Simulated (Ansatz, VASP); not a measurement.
**Two plane-wave programs on SiNi**

```
CELL_PARAMETERS angstrom
5.08852 0.00000 0.00000
0.00000 3.35819 0.00000
0.00000 0.00000 5.52669
ATOMIC_POSITIONS crystal
Si 0.32144 0.75000 0.08654
Si 0.17856 0.25000 0.58654
Si 0.82144 0.75000 0.41346
Si 0.67856 0.25000 0.91346
Ni 0.00937 0.25000 0.18735
Ni 0.49063 0.75000 0.68735
Ni 0.50937 0.25000 0.31265
Ni 0.99063 0.75000 0.81265
```

Alike in both runs: functional PBEsol; k mesh 8 × 10 × 6; occupations gaussian, width 0.1 eV; no spin polarisation.

Ansatz relaxed the structure, and its values are those at the end. VASP's run is a single point on that final structure, the one shown.

|  | VASP | Ansatz |
| --- | --- | --- |
| version | VASP 6.6.1 | Ansatz 0.2.0 |
| potentials or method | VASP PAW PBE potentials, release 64 (Si, Ni), cutoff 520 eV | scalar-relativistic, plane waves, PAW |
| valence electrons in the cell | 56 | 88 |

```tsv
	VASP	Ansatz	Ansatz less VASP
gap on the k mesh at the Fermi level (eV)	none	none	-
pressure (GPa)	0.2	0.0	-0.19
rms of the force components (eV/Å)	0.006	0.000	-0.0055
```

VASP's potentials were made for PBE, not for PBEsol. A gap of «none» marks a metal or a gap that the smearing closes. With one functional, cell and mesh, what is left measures potentials, basis and numerics. VASP's potentials hold 56 valence electrons a cell and Ansatz's 88, so a difference there can come from the potentials and not from the codes.
